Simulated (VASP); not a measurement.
A run of VASP 6.6.1 is set up as follows.

INCAR

```
ALGO = Normal ; EDIFF = 1E-6
ENCUT = 520 ; GGA = CA
ISIF = 2 ; ISMEAR = -1
LASPH = True ; LCHARG = False
LREAL = False ; LWAVE = False
NBANDS = 11 ; NELM = 80
PREC = Accurate ; SIGMA = 0.02
```

KPOINTS

```
k-points
0
Gamma
  10 10 10
```

POSCAR

```
AlN
1.0
    0.0000000000      1.9780000000      1.9780000000
    1.9780000000      0.0000000000      1.9780000000
    1.9780000000      1.9780000000      0.0000000000
Al N
1 1
Direct
    0.0000000000      0.0000000000      0.0000000000
    0.5000000000      0.5000000000      0.5000000000
```

Potentials or basis: VASP PAW LDA potentials, release 64 (Al, N).

Launch:

```console
$ cat potpaw_LDA.64/Al/POTCAR potpaw_LDA.64/N/POTCAR > POTCAR
$ mpirun -np 1 vasp_std > vasp.out
```

(1) Predict the pressure.

(2) Predict the band gap on the k mesh.

## Answers

(1) 13.2 GPa.

(2) 5.07 eV, indirect (least direct gap 6.75 eV).
